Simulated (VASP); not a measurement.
# Ru (P6_3/mmc) in VASP: a series of runs

Runs on Ru. Level: LDA. Tasks: single point.

All numbers are computed with VASP 6.6.1; they aren't measurements. Logs are shortened: lines on timing, memory, paths and dates and some standing lists are left out, and cuts for length are marked.

## Step 1: The cell of the first run

It takes space group P6_3/mmc (No. 194, hexagonal). The conventional cell has a = 2.675 Å, b = 2.675 Å, c = 4.224 Å, α = 90.00°, β = 90.00°, γ = 120.00°. Ru (site symmetry -6m2) has 12 Ru at 2.62 to 2.68 Å within 3.5 Å.

## Step 2: Single point, LDA

Contents of INCAR:

```
PREC = Accurate ; ENCUT = 520
EDIFF = 1E-7 ; ISMEAR = -1
SIGMA = 0.1 ; LREAL = False
LASPH = True ; NELM = 60
ALGO = Normal ; ISIF = 2
LWAVE = False ; LCHARG = False
GGA = CA ; NBANDS = 36
```

Contents of KPOINTS:

```
regular mesh
0
Gamma
  14 9 8
```

Contents of POSCAR:

```
Ru
1.0
   -1.3376082022      2.3168053669      0.0000000000
    0.0000000000      0.0000000000      4.2244496844
    4.0128246067      2.3168053669      0.0000000000
Ru
4
Direct
    0.5000000000      0.2500000000      0.1666666670
    0.0000000000      0.2500000000      0.6666666670
    0.0000000000      0.7500000000      0.3333333330
    0.5000000000      0.7500000000      0.8333333330
```

Potentials or basis: VASP PAW LDA potentials, release 64 (Ru_pv).

On the command line:

```
$ cat potpaw_LDA.64/Ru_pv/POTCAR > POTCAR
$ mpirun -np 1 vasp_std > vasp.out
```

OUTCAR:

```text
PREC = Accurate
   ENCUT = 520
   EDIFF = 1E-7
   ISMEAR = -1
   LREAL = False
   LASPH = True
   NELM = 60
   ISIF = 2
   GGA = CA

 ion  position               nearest neighbor table
   1  0.500  0.250  0.167-   3 2.62   3 2.62   3 2.62   3 2.62   4 2.62   4 2.62   2 2.68   2 2.68
                             2 2.68   2 2.68
   2  0.000  0.250  0.667-   4 2.62   4 2.62   4 2.62   4 2.62   3 2.62   3 2.62   1 2.68   1 2.68
                             1 2.68   1 2.68
   3  0.000  0.750  0.333-   1 2.62   1 2.62   1 2.62   1 2.62   2 2.62   2 2.62   4 2.68   4 2.68
                             4 2.68   4 2.68
   4  0.500  0.750  0.833-   2 2.62   2 2.62   2 2.62   2 2.62   1 2.62   1 2.62   3 2.68   3 2.68
                             3 2.68   3 2.68

  LATTYP: Found a simple orthorhombic cell.
 ALAT       =     2.6752164045
 B/A-ratio  =     1.5791057790
 C/A-ratio  =     1.7320508076

  Lattice vectors:

 A1 = (  -1.3376082022,   2.3168053669,   0.0000000000)
 A2 = (   0.0000000000,   0.0000000000,   4.2244496844)
 A3 = (   4.0128246067,   2.3168053669,   0.0000000000)

Analysis of symmetry for initial positions (statically):
=====================================================================
 Subroutine PRICEL returns following result:

  LATTYP: Found a hexagonal cell.
 ALAT       =     2.6752164045
 C/A-ratio  =     1.5791057790

  Lattice vectors:

 A1 = (   1.3376082022,   2.3168053669,   0.0000000000)
 A2 = (  -2.6752164045,   0.0000000000,   0.0000000000)
 A3 = (   0.0000000000,   0.0000000000,   4.2244496844)

   2 primitive cells build up your supercell.

 Routine SETGRP: Setting up the symmetry group for a
 simple orthorhombic supercell.

 Subroutine GETGRP returns: Found  8 space group operations
 (whereof  4 operations were pure point group operations)
 out of a pool of  8 trial point group operations.

The static configuration has the point symmetry C_2h.
 The point group associated with its full space group is D_2h.

Analysis of symmetry for dynamics (positions and initial velocities):
=====================================================================
 Subroutine PRICEL returns following result:

  LATTYP: Found a hexagonal cell.
 ALAT       =     2.6752164045
 C/A-ratio  =     1.5791057790

  Lattice vectors:

 A1 = (   1.3376082022,   2.3168053669,   0.0000000000)
 A2 = (  -2.6752164045,   0.0000000000,   0.0000000000)
 A3 = (   0.0000000000,   0.0000000000,   4.2244496844)

   2 primitive cells build up your supercell.

 Routine SETGRP: Setting up the symmetry group for a
 simple orthorhombic supercell.

 Subroutine GETGRP returns: Found  8 space group operations
 (whereof  4 operations were pure point group operations)
 out of a pool of  8 trial point group operations.

The dynamic configuration has the point symmetry C_2h.
 The point group associated with its full space group is D_2h.

 Subroutine INISYM returns: Found  8 space group operations
 (whereof  4 operations are pure point group operations),
 and found     2 'primitive' translations

----------------------------------------------------------------------------------------

                                     Primitive cell

  volume of cell :      26.1830

  direct lattice vectors                    reciprocal lattice vectors
     1.337608202  2.316805367  0.000000000     0.000000000  0.431628834  0.000000000
    -2.675216404  0.000000000  0.000000000    -0.373801536  0.215814417  0.000000000
     0.000000000  0.000000000  4.224449684     0.000000000  0.000000000  0.236717223

  length of vectors
     2.675216404  2.675216404  4.224449684     0.431628834  0.431628834  0.236717223

  position of ions in fractional coordinates (direct lattice)
     0.666666667  0.333333333  0.250000000
     0.333333333  0.666666667  0.750000000

  ion indices of the primitive-cell ions
   primitive index   ion index
                 1           1
                 2           4

----------------------------------------------------------------------------------------

 KPOINTS: regular mesh

Automatic generation of k-mesh.
 Grid dimensions read from file:
 generate k-points for:   14    9    8

 Generating k-lattice:

  Cartesian coordinates                     Fractional coordinates (reciprocal lattice)
    -0.013350055  0.023122973  0.000000000     0.071428571  0.000000000  0.000000000
     0.000000000  0.000000000  0.026301914     0.000000000  0.111111111  0.000000000
     0.023362596  0.013488401  0.000000000     0.000000000  0.000000000  0.125000000

  Length of vectors
     0.026700110  0.026301914  0.026976802

  Shift w.r.t. Gamma in fractional coordinates (k-lattice)
     0.000000000  0.000000000  0.000000000

 Subroutine IBZKPT returns following result:
 ===========================================

 Found    200 irreducible k-points:

 Following reciprocal coordinates:
            Coordinates               Weight
  0.000000  0.000000  0.000000      1.000000
  0.071429  0.000000 -0.000000      2.000000
  0.142857  0.000000 -0.000000      2.000000
  0.214286  0.000000 -0.000000      2.000000
  0.285714  0.000000 -0.000000      2.000000
  0.357143  0.000000 -0.000000      2.000000
[... 16 lines left out ...]
  0.428571  0.222222 -0.000000      4.000000
  0.500000  0.222222 -0.000000      2.000000
 [... further k-points ...]
   k-points           NKPTS =    200   k-points in BZ     NKDIM =    200   number of bands    NBANDS=     36
   number of dos      NEDOS =    301   number of ions     NIONS =      4
   total plane-waves  NPLWV =  23040
   dimension x,y,z NGX =    20 NGY =   32 NGZ =   36
   dimension x,y,z NGXF=    40 NGYF=   64 NGZF=   72
   ions per type =               4
   NGX,Y,Z   is equivalent  to a cutoff of  12.43, 12.59, 12.92 a.u.
   NGXF,Y,Z  is equivalent  to a cutoff of  24.86, 25.19, 25.83 a.u.
 SYSTEM =  unknown system
   PREC   = accura    normal or accurate (medium, high low for compatibility)
   ISTART =      0    job   : 0-new  1-cont  2-samecut
   ICHARG =      2    charge: 1-file 2-atom 10-const
   ISPIN  =      1    spin polarized calculation?
   LNONCOLLINEAR =      F non collinear calculations
   LSORBIT =      F    spin-orbit coupling
   LASPH  =      T    aspherical Exc in radial PAW
   ENCUT  =  520.0 eV  38.22 Ry    6.18 a.u.   4.97  7.85  8.62*2*pi/ulx,y,z
   NELM   =     60;   NELMIN=  2; NELMDL= -5     # of ELM steps
   EDIFF  = 0.1E-06   stopping-criterion for ELM
   LREAL  =      F    real-space projection
   EDIFFG = 0.1E-05   stopping-criterion for IOM
   NSW    =      0    number of steps for IOM
   IBRION =     -1    ionic relax: 0-MD 1-quasi-New 2-CG
   NFREE  =      0    steps in history (QN), initial steepest desc. (CG)
   ISIF   =      2    stress and relaxation
   ISYM   =      2    0-nonsym 1-usesym 2-fastsym
   POTIM  = 0.5000    time-step for ionic-motion
   TEBEG  =    0.0;   TEEND  =   0.0 temperature during run
   PSTRESS=    0.0 pullay stress
   NELECT =      56.0000    total number of electrons
   NUPDOWN=      -1.0000    fix difference up-down
   EMIN   =  10.00;   EMAX   =-10.00  energy-range for DOS
   EFERMI =   0.00;   METHOD = LEGACY
   ISMEAR =    -1;   SIGMA  =   0.10  broadening in eV -4-tet -1-fermi 0-gaus
   EFERMI_NEDOS =   21; number of points for ismear=-14 and -15
   IALGO  =     38    algorithm
   IMIX   =      4    mixing-type and parameters
     AMIX     =   0.40;   BMIX     =  1.00
     AMIX_MAG =   1.60;   BMIX_MAG =  1.00
  volume/ion in A,a.u.               =      13.09        88.35
  Fermi-wavevector in a.u.,A,eV,Ry     =   1.674125  3.163638 38.132990  2.802696
  Thomas-Fermi vector in A             =   2.758976
   LORBIT       =      0    0 simple, 1 ext, 2 COOP (PROOUT), +10 PAW based schemes
   GGA     = CA    functional components
   LHFCALC =     F    Hartree Fock is set to
   AEXX    =    0.0000 exact exchange contribution
   IVDW    =     0    specifies the selected vdW correction
   LEPSILON=     F    determine dielectric tensor
   LRPA    =     F    only Hartree local field effects (RPA)
 non-spin polarized calculation
  energy-cutoff  :      520.00
  volume of cell :       52.37
 maximum number of plane-waves:      1436
 NGX is ok and might be reduce to    20
   NGX =  9   NGY = 15   NGZ = 17

 number of electron      55.9999996 magnetization

 Free energy of the ion-electron system (eV)
  ---------------------------------------------------
  ext. energy  EPLUGINS =         0.00000000
  ---------------------------------------------------
  free energy    TOTEN  =       -42.83064481 eV

  energy without entropy =      -42.72743939  energy(sigma->0) =      -42.77904210

 E-fermi :  13.3818     XC(G=0): -14.6055

 val. band max:       13.3651219951   @ k =   0.1429   0.3333   0.3750
 cond. band min:      13.3841061515   @ k =   0.2857   0.2222   0.3750
 fundamental gap:      0.0189841563
 Fermi energy:        13.3818092007

 k-point     1 :       0.0000    0.0000    0.0000
  band No.  band energies     occupation
      1     -30.2364      2.00000
      2     -30.0224      2.00000
      3     -29.8005      2.00000
      4     -29.6835      2.00000
      5     -29.4298      2.00000
      6     -29.2573      2.00000
[... 28 lines left out ...]
     35      17.6566      0.00000
     36      19.7537      0.00000

 k-point     2 :       0.0714    0.0000   -0.0000
  band No.  band energies     occupation
      1     -30.2215      2.00000
      2     -30.0103      2.00000
      3     -29.7890      2.00000
      4     -29.6716      2.00000
      5     -29.4529      2.00000
      6     -29.2665      2.00000
[... 28 lines left out ...]
     35      17.8366      0.00000
     36      19.9224      0.00000

 k-point     3 :       0.1429    0.0000   -0.0000
  band No.  band energies     occupation
      1     -30.1776      2.00000
      2     -29.9755      2.00000
      3     -29.7562      2.00000
      4     -29.6368      2.00000
      5     -29.5154      2.00000
      6     -29.2941      2.00000
[... 28 lines left out ...]
     35      18.3511      0.00000
     36      20.2416      0.00000

 k-point     4 :       0.2143    0.0000   -0.0000
  band No.  band energies     occupation
      1     -30.1082      2.00000
      2     -29.9248      2.00000
      3     -29.7087      2.00000
      4     -29.5969      2.00000
      5     -29.5818      2.00000
      6     -29.4001      2.00000
[... 28 lines left out ...]
     35      19.4109      0.00000
     36      20.4686      0.00000

 k-point     5 :       0.2857    0.0000   -0.0000
  band No.  band energies     occupation
      1     -30.0179      2.00000
      2     -29.8770      2.00000
      3     -29.6657      2.00000
      4     -29.6602      2.00000
      5     -29.5274      2.00000
      6     -29.5105      2.00000
[... 655 lines left out ...]
 k-point    22 :       0.3571    0.2222   -0.0000
  band No.  band energies     occupation
      1     -29.9428      2.00000
      2     -29.8452      2.00000
      3     -29.8436      2.00000
      4     -29.7900      2.00000
      5     -29.6786      2.00000
      6     -29.5035      2.00000
[... 28 lines left out ...]
     35      20.8585      0.00000
     36      21.3479      0.00000

 k-point    23 :       0.4286    0.2222   -0.0000
  band No.  band energies     occupation
      1     -29.9356      2.00000
      2     -29.8914      2.00000
      3     -29.8834      2.00000
      4     -29.7988      2.00000
      5     -29.6791      2.00000
      6     -29.5037      2.00000
[... 28 lines left out ...]
     35      20.6584      0.00000
     36      21.7291      0.00000

 k-point    24 :       0.5000    0.2222   -0.0000
  band No.  band energies     occupation
      1     -29.9249      2.00000
      2     -29.9249      2.00000
      3     -29.8693      2.00000
      4     -29.8693      2.00000
      5     -29.5671      2.00000
      6     -29.5671      2.00000
[... 28 lines left out ...]
     35      21.5312      0.00000
     36      21.5312      0.00000

 [... further k-points ...]

------------------------ aborting loop because EDIFF is reached ----------------------------------------

  FORCE on cell =-STRESS in cart. coord.  units (eV):
  Direction    XX          YY          ZZ          XY          YZ          ZX
  --------------------------------------------------------------------------------------
  -------------------------------------------------------------------------------------
  Total        0.3431340      0.4019262      0.2985805     -0.0509156      0.0000000      0.0000000
  in kB       10.4984636     12.2972592      9.1353140     -1.5578027      0.0000000      0.0000000
  external PRESSURE =      10.6436789 kB  Pullay stress =       0.0000000 kB

 VOLUME and BASIS-vectors are now :
 -----------------------------------------------------------------------------
  energy-cutoff  :      520.00
  volume of cell :       52.37
      direct lattice vectors                 reciprocal lattice vectors
    -1.337608202  2.316805367  0.000000000    -0.186900768  0.323721626  0.000000000
     0.000000000  0.000000000  4.224449684     0.000000000  0.000000000  0.236717223
     4.012824607  2.316805367  0.000000000     0.186900768  0.107907209  0.000000000

 POSITION                                       TOTAL-FORCE (eV/Angst)
 -----------------------------------------------------------------------------------
      0.00000      1.54454      1.05611        -0.008888     -0.005131     -0.000000
      2.67522      1.54454      1.05611        -0.008888     -0.005131     -0.000000
      1.33761      0.77227      3.16834         0.008888      0.005131      0.000000
      2.67522      3.08907      3.16834         0.008888      0.005131      0.000000
 -----------------------------------------------------------------------------------
    total drift:                                0.000000      0.000000      0.000000

  FREE ENERGIE OF THE ION-ELECTRON SYSTEM (eV)
  ---------------------------------------------------
  free  energy   TOTEN  =       -42.8306448148 eV

  energy  without entropy=      -42.7274393919  energy(sigma->0) =      -42.77904210
```

Run time: 2.5 min. Hardware: 1 thread of Intel Xeon Platinum 8488C (Sapphire Rapids), shared host; peak memory 0.34 GiB.

Results:

```
Free energy            : -42.8306 eV
Pressure               : 1.1 GPa
Largest force          : 0.010 eV/Å
Band gap on the k mesh : zero (band 28 reaches 15.09 eV, above the bottom of band 29 at 12.30 eV)
```

Forces in eV/Å, atoms in the order of the input:
```
Ru  -0.009 -0.005  0.000
Ru  -0.009 -0.005  0.000
Ru   0.009  0.005  0.000
Ru   0.009  0.005  0.000
```

Stress tensor (GPa, compression positive):
```
 1.05 -0.16  0.00
-0.16  1.23  0.00
 0.00  0.00  0.91
```

(Continued in part 2 of 2.)
